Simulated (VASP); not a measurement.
# Al32Si (a cell with a defect) in VASP: notebook

Runs on Al32Si (a cell with a defect). Level: PBE+D3(BJ). Tasks: single point.

Program: VASP 6.6.1. These are calculated values, not measurements. Logs are shortened: lines on timing, memory, paths and dates and some standing lists are left out, and cuts for length are marked.

### 1 The cell of the first run

The cell holds a defect, 33 atoms: a = 8.100 Å, b = 8.100 Å, c = 8.100 Å, α = 90.00°, β = 90.00°, γ = 90.00°.

### 2 Single point, PBE+D3(BJ)

INCAR reads:

```
SYSTEM = Al32Si
  PREC = Accurate
  ENCUT = 400
  EDIFF = 1E-6
  ISMEAR = 0
  SIGMA = 0.05
  LREAL = Auto
  LASPH = .TRUE.
  NELM = 120
  ALGO = Normal
  ISIF = 2
  LWAVE = .FALSE.
  LCHARG = .FALSE.
  GGA = PE
  IVDW = 12
  NBANDS = 72
  GGA_COMPAT = .FALSE.
```

KPOINTS reads:

```
regular mesh
0
G
  2 2 2
  0 0 0
```

POSCAR reads:

```
Al32Si
1.0
    8.1000000000      0.0000000000      0.0000000000
    0.0000000000      8.1000000000      0.0000000000
    0.0000000000      0.0000000000      8.1000000000
Al Si
32 1
Direct
    0.4966098765     -0.0018902469     -0.0019832099
    0.7501669136      0.2485288889     -0.0112277778
    0.7501696296     -0.0111512346      0.2485080247
    0.0037938272     -0.0018656790     -0.0019537037
    0.2502712346      0.2491208642     -0.0069288889
    0.4953492593      0.5021838272     -0.0047945679
    0.7502513580      0.7611346914     -0.0204690123
    0.2502718519     -0.0068246914      0.2490320988
    0.4652090123      0.2425604938      0.2425113580
    0.7499274074      0.5795887654      0.2214871605
    0.4952916049     -0.0047744444      0.5021306173
    0.7499369136      0.2213671605      0.5792849383
    0.7502534568     -0.0203837037      0.7611091358
    0.0049455556      0.5021377778     -0.0046795062
    0.2501544444      0.7501093827     -0.0046825926
    0.0358240741      0.2424606173      0.2424207407
    0.2502975309      0.5037809877      0.2487196296
    0.4867758025      0.7582750617      0.2503000000
    0.0050140741     -0.0046674074      0.5020916049
    0.2503013580      0.2487902469      0.5037265432
    0.5016340741      0.4972417284      0.4971498765
    0.7502139506      0.7517117284      0.5027670370
    0.2501577778     -0.0045955556      0.7500532099
    0.4868439506      0.2503914815      0.7581485185
    0.7502112346      0.5027285185      0.7515820988
    0.0134530864      0.7581828395      0.2502898765
   -0.0011220988      0.4972119753      0.4971265432
    0.2501669136      0.7480396296      0.5009798765
    0.0133917284      0.2503754321      0.7580644444
    0.2501649383      0.5010125926      0.7480129630
    0.4958287654      0.7464077778      0.7463682716
    0.0045453086      0.7463804938      0.7463465432
    0.7507283951      0.3090237037      0.3088151852
```

Potentials or basis: VASP PAW PBE potentials, release 64 (Al, Si).

Started as:

```
$ cat potpaw_PBE.64/Al/POTCAR potpaw_PBE.64/Si/POTCAR > POTCAR
$ mpirun -np 1 vasp_std > vasp.out
```

OUTCAR:

```text
SYSTEM = Al32Si
   PREC = Accurate
   ENCUT = 400
   EDIFF = 1E-6
   ISMEAR = 0
   LREAL = Auto
   LASPH = .TRUE.
   NELM = 120
   ISIF = 2
   GGA = PE
   IVDW = 12
 IVDW          = 12

 ion  position               nearest neighbor table
   1  0.497  0.998  0.998-   9 2.81  13 2.82   7 2.82  18 2.82  24 2.82  23 2.83  15 2.83   5 2.85
                             8 2.85  31 2.88   2 2.89   3 2.89
   2  0.750  0.249  0.989-  33 2.64  25 2.82  29 2.84  24 2.84  13 2.85   1 2.89   4 2.89  14 2.91
                             6 2.91   3 2.97   9 3.09  16 3.09  10 3.28  12 3.32
   3  0.750  0.989  0.249-  33 2.64  22 2.82  26 2.84  18 2.84   7 2.85   1 2.89   4 2.89  19 2.91
                            11 2.91   2 2.97   9 3.09  16 3.09  12 3.28  10 3.32
   4  0.004  0.998  0.998-  16 2.81  13 2.81   7 2.82  26 2.82  29 2.82  23 2.83  15 2.83   8 2.85
                             5 2.85  32 2.88   2 2.89   3 2.89
   5  0.250  0.249  0.993-  16 2.66   9 2.67  24 2.70  29 2.70  23 2.85  30 2.85   1 2.85   4 2.85
                             6 2.85  14 2.85  17 2.92   8 2.93
   6  0.495  0.502  0.995-  24 2.80  30 2.82  31 2.82  15 2.82  10 2.83   5 2.85  25 2.86  17 2.86
                             2 2.91   9 2.91  18 2.93   7 2.95
   7  0.750  0.761  0.980-  10 2.45  13 2.50  25 2.79  32 2.80  31 2.80   4 2.82   1 2.82   3 2.85
                            14 2.95   6 2.95  26 3.06  18 3.06
   8  0.250  0.993  0.249-  16 2.66   9 2.67  18 2.70  26 2.70  15 2.85  28 2.85   1 2.85   4 2.85
                            11 2.85  19 2.85  20 2.92   5 2.93
   9  0.465  0.243  0.243-  33 2.43   8 2.67   5 2.67  20 2.74  17 2.74   1 2.81   6 2.91  11 2.91
                            21 2.93   3 3.09   2 3.09
  10  0.750  0.580  0.221-  33 2.30   7 2.45  18 2.59  26 2.59  22 2.67   6 2.83  14 2.83  21 3.08
                            27 3.08   2 3.28   3 3.32
  11  0.495  0.995  0.502-  18 2.80  28 2.82  23 2.82  31 2.82  12 2.83   8 2.85  22 2.86  20 2.86
                             3 2.91   9 2.91  24 2.93  13 2.95
  12  0.750  0.221  0.579-  33 2.30  13 2.45  24 2.59  29 2.59  25 2.67  11 2.83  19 2.83  21 3.08
                            27 3.08   3 3.28   2 3.32
  13  0.750  0.980  0.761-  12 2.45   7 2.50  22 2.79  32 2.80  31 2.80   4 2.81   1 2.82   2 2.85
                            19 2.95  11 2.95  29 3.06  24 3.06
  14  0.005  0.502  0.995-  29 2.80  30 2.82  15 2.82  32 2.83  10 2.83   5 2.85  25 2.86  17 2.86
                             2 2.91  16 2.91  26 2.93   7 2.95
  15  0.250  0.750  0.995-  23 2.81  18 2.82  26 2.82   6 2.82  14 2.82   4 2.83   1 2.83  32 2.83
                            31 2.83  30 2.84   8 2.85  17 2.86
  16  0.036  0.242  0.242-  33 2.43   8 2.66   5 2.66  20 2.74  17 2.74   4 2.81  14 2.91  19 2.91
                            27 2.93   3 3.09   2 3.09
  17  0.250  0.504  0.249-  16 2.74   9 2.74  18 2.81  26 2.82  28 2.84   6 2.86  14 2.86  15 2.86
                            21 2.86  27 2.86  20 2.92   5 2.92
  18  0.487  0.758  0.250-  10 2.59   8 2.70  28 2.79  11 2.80  17 2.81  15 2.82   1 2.82   3 2.84
                            21 2.91   6 2.93  22 2.96   7 3.06
  19  0.005  0.995  0.502-  26 2.80  28 2.82  23 2.82  32 2.83  12 2.83   8 2.85  22 2.86  20 2.86
                             3 2.91  16 2.91  29 2.93  13 2.95
  20  0.250  0.249  0.504-  16 2.74   9 2.74  24 2.81  29 2.82  30 2.84  11 2.86  19 2.86  23 2.86
                            21 2.86  27 2.86  17 2.92   8 2.92
  21  0.502  0.497  0.497-  31 2.85  17 2.86  20 2.86  28 2.88  30 2.88  25 2.88  22 2.88  24 2.91
[... 230 lines left out ...]
   GGA     = PE    functional components
   LHFCALC =     F    Hartree Fock is set to
   AEXX    =    0.0000 exact exchange contribution
   IVDW    =    12    specifies the selected vdW correction
   LEPSILON=     F    determine dielectric tensor
   LRPA    =     F    only Hartree local field effects (RPA)
 non-spin polarized calculation
 Gauss-broadening in eV      SIGMA  =   0.05
  energy-cutoff  :      400.00
  volume of cell :      531.44
 maximum number of plane-waves:      9771
 NGX is ok and might be reduce to    54
   NGX = 27   NGY = 27   NGZ = 27

 number of electron     100.0000001 magnetization

 Free energy of the ion-electron system (eV)
  ---------------------------------------------------
  ext. energy  EPLUGINS =         0.00000000
  ---------------------------------------------------
  free energy    TOTEN  =      -123.69023703 eV

  energy without entropy =     -123.67630172  energy(sigma->0) =     -123.68326937

 E-fermi :   7.9221     XC(G=0): -10.2848

 val. band max:        7.9121916200   @ k =   0.0000   0.0000   0.0000
 cond. band min:       7.9711561059   @ k =   0.5000   0.0000   0.0000
 fundamental gap:      0.0589644859
 Fermi energy:         7.9221407430

 k-point     1 :       0.0000    0.0000    0.0000
  band No.  band energies     occupation
      1      -3.2466      2.00000
      2      -1.7402      2.00000
      3      -0.9649      2.00000
      4      -0.9254      2.00000
      5      -0.7304      2.00000
      6      -0.7251      2.00000
[... 509 lines left out ...]
     61      11.1255      0.00000
     62      11.1846      0.00000
 [bands above 62 left out]

------------------------ aborting loop because EDIFF is reached ----------------------------------------

 Edisp (eV)  -11.42672

 E8    (eV) :    -5.0995

  FORCE on cell =-STRESS in cart. coord.  units (eV):
  Direction    XX          YY          ZZ          XY          YZ          ZX
  --------------------------------------------------------------------------------------
  -------------------------------------------------------------------------------------
  Total      -0.97515     1.89869     1.89117    -0.02890    -4.92141    -0.02824
  in kB      -2.93986     5.72412     5.70145    -0.08713   -14.83695    -0.08515
  external pressure =        2.83 kB  Pullay stress =        0.00 kB

 VOLUME and BASIS-vectors are now :
 -----------------------------------------------------------------------------
  energy-cutoff  :      400.00
  volume of cell :      531.44
      direct lattice vectors                 reciprocal lattice vectors
     8.100000000  0.000000000  0.000000000     0.123456790  0.000000000  0.000000000
     0.000000000  8.100000000  0.000000000     0.000000000  0.123456790  0.000000000
     0.000000000  0.000000000  8.100000000     0.000000000  0.000000000  0.123456790

 POSITION                                       TOTAL-FORCE (eV/Angst)
 -----------------------------------------------------------------------------------
      4.02254      8.08469      8.08394         0.020798     -0.032398     -0.032087
      6.07635      2.01308      8.00905         0.000241      0.014541     -0.130479
      6.07637      8.00967      2.01292         0.000253     -0.130508      0.014483
      0.03073      8.08489      8.08418        -0.020034     -0.033034     -0.032764
      2.02720      2.01788      8.04388         0.000280      0.053036     -0.032224
      4.01233      4.06769      8.06116         0.041288      0.054902      0.031547
[... 25 lines left out ...]
      0.03682      6.04568      6.04541         0.000570     -0.000591     -0.000964
      6.08090      2.50309      2.50140        -0.002944     -0.512820     -0.513700
 -----------------------------------------------------------------------------------
    total drift:                               -0.000135     -0.002741     -0.002642

  FREE ENERGIE OF THE ION-ELECTRON SYSTEM (eV)
  ---------------------------------------------------
  free  energy   TOTEN  =      -135.1169552230 eV

  energy  without entropy=     -135.1030199173  energy(sigma->0) =     -135.10998757
```

stdout:

```text
POSCAR found type information on POSCAR AlSi
 POSCAR found :  2 types and      33 ions
 scaLAPACK will be used
 LDA part: xc-table for (Slater+PW92), standard interpolation
 POSCAR, INCAR and KPOINTS ok, starting setup
 FFT: planning ... GRIDC
 FFT: planning ... GRID_SOFT
 FFT: planning ... GRID
 WAVECAR not read
 entering main loop
```

It took 3.9 min on 1 thread of Intel Xeon Platinum 8488C (Sapphire Rapids), shared host; peak memory 0.43 GiB.

What came out:

```
Free energy                : -135.1170 eV
Pressure                   : 0.3 GPa
Largest force              : 0.726 eV/Å
Band gap on the k mesh     : zero (band 50 reaches 8.51 eV, above the bottom of band 51 at 7.44 eV)
Dispersion energy per atom : -0.346 eV
```

Forces on the atoms (eV/Å):
```
Al   0.021 -0.032 -0.032
Al   0.000  0.015 -0.130
Al   0.000 -0.131  0.014
Al  -0.020 -0.033 -0.033
Al   0.000  0.053 -0.032
Al   0.041  0.055  0.032
Al  -0.001 -0.060  0.018
Al   0.000 -0.032  0.054
Al  -0.192 -0.015 -0.016
Al   0.002  0.123  0.344
Al   0.042  0.032  0.055
Al   0.002  0.345  0.123
Al  -0.001  0.019 -0.059
Al  -0.040  0.054  0.031
Al   0.000 -0.009 -0.007
Al   0.190 -0.015 -0.015
Al   0.000  0.048  0.028
Al  -0.011  0.036  0.006
Al  -0.040  0.031  0.054
Al   0.000  0.028  0.048
Al   0.127 -0.071 -0.071
Al   0.000  0.100  0.070
Al   0.000 -0.007 -0.009
Al  -0.011  0.006  0.036
Al   0.000  0.069  0.099
Al   0.012  0.036  0.006
Al  -0.131 -0.073 -0.072
Al   0.000 -0.047 -0.015
Al   0.012  0.006  0.036
Al   0.000 -0.015 -0.047
Al   0.000 -0.001 -0.001
Al   0.001 -0.001 -0.001
Si  -0.003 -0.513 -0.514
```

Stress tensor (GPa, compression positive):
```
-0.29 -0.01 -0.01
-0.01  0.57 -1.48
-0.01 -1.48  0.57
```

Caveat: the k points lie up to 0.39 Å⁻¹ apart.

### 3 Single point, PBE+D3(BJ)

INCAR reads:

```
SYSTEM = Al32Si
  ALGO = Normal
  EDIFF = 1E-6
  ENCUT = 400
  GGA = PE
  GGA_COMPAT = .FALSE.
  ISIF = 2
  ISMEAR = 0
  IVDW = 12
  LASPH = .TRUE.
  LCHARG = .TRUE.
  LELF = .TRUE.
  LREAL = Auto
  LVHAR = .TRUE.
  LWAVE = .FALSE.
  NBANDS = 72
  NELM = 120
  PREC = Accurate
  SIGMA = 0.05
```

KPOINTS reads:

```
k-points
0
G
  2 2 2
  0 0 0
```

POSCAR reads:

```
Al32Si
1.0
    8.1000000000      0.0000000000      0.0000000000
    0.0000000000      8.1000000000      0.0000000000
    0.0000000000      0.0000000000      8.1000000000
Al Si
32 1
Direct
    0.4957424691      0.0035485185      0.0036492593
    0.7501139506      0.2472332099     -0.0015496296
    0.7501141975     -0.0017624691      0.2472603704
    0.0044614815      0.0035866667      0.0036906173
    0.2501056790      0.2489513580      0.0020102469
    0.4867722222      0.4995843210     -0.0081318519
    0.7501527160      0.7703309877     -0.0110791358
    0.2501054321      0.0019240741      0.2490406173
    0.5015571605      0.2527322222      0.2528838272
    0.7498818519      0.5285970370      0.1707603704
    0.4867018519     -0.0083235802      0.4997279012
    0.7498918519      0.1703407407      0.5285497531
    0.7501535802     -0.0111855556      0.7705095062
    0.0133102469      0.4995744444     -0.0080240741
    0.2500704938      0.7545586420     -0.0000298765
   -0.0011976543      0.2527325926      0.2528907407
    0.2501908642      0.5011690123      0.2462991358
    0.4952013580      0.7547185185      0.2478983951
    0.0133902469     -0.0082238272      0.4997239506
    0.2501934568      0.2461840741      0.5013046914
    0.4650504938      0.5074238272      0.5075239506
    0.7500981481      0.7610919753      0.5015171605
    0.2500730864     -0.0001466667      0.7547061728
    0.4952713580      0.2477913580      0.7547981481
    0.7500969136      0.5014267901      0.7612528395
    0.0049327160      0.7546434568      0.2479211111
    0.0356467901      0.5074885185      0.5075925926
    0.2501453086      0.7567834568      0.5009901235
    0.0048677778      0.2478107407      0.7547291358
    0.2501430864      0.5008406173      0.7569530864
    0.4965154321      0.7518429630      0.7519972840
    0.0037008642      0.7518344444      0.7519938272
    0.7505180247      0.4408960494      0.4412133333
```

Potentials or basis: VASP PAW PBE potentials, release 64 (Al, Si).

Started as:

```
$ cat potpaw_PBE.64/Al/POTCAR potpaw_PBE.64/Si/POTCAR > POTCAR
$ mpirun -np 1 vasp_std > vasp.out
```

Wall time 4 min (1 thread of Intel Xeon Platinum 8488C (Sapphire Rapids), shared host); peak memory 0.44 GiB.

It converged, with:

* Free energy: -135.1168 eV
* Pressure: 0.3 GPa
* Largest force: 0.729 eV/Å
* Band gap on the k mesh: zero (band 50 reaches 8.51 eV, above the bottom of band 51 at 7.44 eV)
* Dispersion energy per atom: -0.346 eV

Forces in eV/Å, atoms in the order of the input:
```
Al   0.000  0.001  0.001
Al   0.000 -0.070 -0.099
Al   0.000 -0.099 -0.071
Al   0.000  0.000  0.001
Al   0.000  0.014  0.046
Al  -0.011 -0.006 -0.036
Al   0.000 -0.017  0.058
Al   0.000  0.046  0.014
Al   0.127  0.072  0.072
Al   0.002 -0.345 -0.124
Al  -0.011 -0.036 -0.006
Al   0.002 -0.123 -0.344
Al   0.000  0.060 -0.018
Al   0.011 -0.006 -0.037
Al   0.000  0.009  0.009
Al  -0.131  0.073  0.073
Al   0.000 -0.029 -0.049
Al   0.042 -0.031 -0.055
Al   0.011 -0.036 -0.006
Al   0.000 -0.049 -0.028
Al  -0.191  0.015  0.015
Al   0.000  0.129 -0.015
Al   0.000  0.009  0.009
Al   0.041 -0.055 -0.031
Al   0.000 -0.015  0.129
Al  -0.041 -0.031 -0.054
Al   0.191  0.014  0.014
Al   0.000  0.033 -0.054
Al  -0.040 -0.055 -0.030
Al   0.000 -0.054  0.032
Al   0.020  0.034  0.033
Al  -0.020  0.034  0.033
Si  -0.003  0.514  0.516
```

Stress tensor (GPa, compression positive):
```
-0.29  0.01  0.01
 0.01  0.58 -1.49
 0.01 -1.49  0.57
```

Levels at points of the mesh, in eV from the Fermi level:
| k point | band 46 | band 47 | band 48 | band 49 | band 50 | band 51 | band 52 | band 53 |
| --- | --- | --- | --- | --- | --- | --- | --- | --- |
| (0.00, 0.00, 0.00) | -0.28 | -0.02 | -0.01 | 0.29 | 0.41 | 0.51 | 0.52 | 0.71 |
| (0.50, 0.00, 0.00) | -0.34 | -0.30 | -0.30 | -0.12 | -0.10 | -0.09 | 0.05 | 0.60 |
| (0.00, 0.50, 0.00) | -0.40 | -0.30 | -0.28 | -0.26 | -0.08 | -0.03 | 0.08 | 0.59 |
| (0.00, 0.00, 0.50) | -0.40 | -0.29 | -0.28 | -0.26 | -0.08 | -0.03 | 0.08 | 0.59 |
| (0.50, 0.50, 0.00) | -0.43 | -0.41 | -0.26 | 0.48 | 0.59 | 0.73 | 0.83 | 1.01 |
| (0.00, 0.50, 0.50) | -0.44 | -0.42 | -0.23 | 0.52 | 0.59 | 0.74 | 0.77 | 0.96 |
| (0.50, 0.00, 0.50) | -0.43 | -0.41 | -0.26 | 0.48 | 0.59 | 0.73 | 0.83 | 1.01 |
| (0.50, 0.50, 0.50) | -0.63 | -0.62 | -0.60 | -0.52 | -0.51 | -0.48 | -0.46 | -0.39 |

Caveat: the k points lie up to 0.39 Å⁻¹ apart.
